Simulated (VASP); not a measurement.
Crystal: Mg2CdTe3.

```xyz
6
Lattice="4.2400 0.0000 0.0000 -2.1200 3.6719 0.0000 0.0000 0.0000 10.3858" Properties=species:S:1:pos:R:3 pbc="T T T"
Mg    0.0000    0.0000    0.0000
Mg    0.0000    2.4480    6.9239
Cd    2.1200    1.2240    3.4619
Te    2.1200    1.2240    0.8655
Te    0.0000    2.4480    4.3274
Te    0.0000    0.0000    7.7894
```

* Program: VASP 6.6.1
* Task: relaxation of cell and atoms
* Functional: PBE
* Potentials or basis: VASP PAW PBE potentials, release 64 (Mg, Cd, Te)
* Cutoff: 600 eV
* k mesh: 6 × 6 × 2
* Occupations: gaussian, width 0.1 eV
* Spin: no spin polarisation

At the start: pressure 16.4 GPa; volume 26.95 Å³/atom.

**Question.** How do energy, volume and symmetry change on relaxing?

**Answer.** Over 9 steps the energy falls by 333.0 meV/atom and the volume is 35.06 Å³/atom (+30.1 %); space group P3m1 (No. 156, to 0.1 Å) before and after.

Step by step:
```
step  energy change (eV)  largest force (eV/Å)  pressure (GPa)  volume (Å³)
   1              0.0000                0.7471           16.44       161.70
   2             -1.7350                0.1081           -3.03       235.45
   3             -1.9943                0.1064            0.15       209.69
   4             -1.9948                0.1069           -0.03       210.82
   5             -1.9957                0.0883           -0.03       210.79
   6             -1.9974                0.0553           -0.03       210.70
   7             -1.9962                0.1080           -0.01       210.52
   8             -1.9977                0.0590           -0.02       210.64
   9             -1.9979                0.0156            0.02       210.36
```

Final structure:
```yaml
crystal:
  lattice:
    - [4.63180, 0.00000, 0.00000]
    - [-2.31590, 4.01126, 0.00000]
    - [0.00000, 0.00000, 11.32213]
  atoms:
    - { symbol: Mg, position: [0.00000, 0.00000, 0.99932] }
    - { symbol: Mg, position: [0.33333, 0.66667, 0.66943] }
    - { symbol: Cd, position: [0.66667, 0.33333, 0.33199] }
    - { symbol: Te, position: [0.66667, 0.33333, 0.07905] }
    - { symbol: Te, position: [0.33333, 0.66667, 0.42044] }
    - { symbol: Te, position: [0.00000, 0.00000, 0.74978] }
```

Caveat: the volume moved by over 15 % at a fixed basis, so the end points are rough.
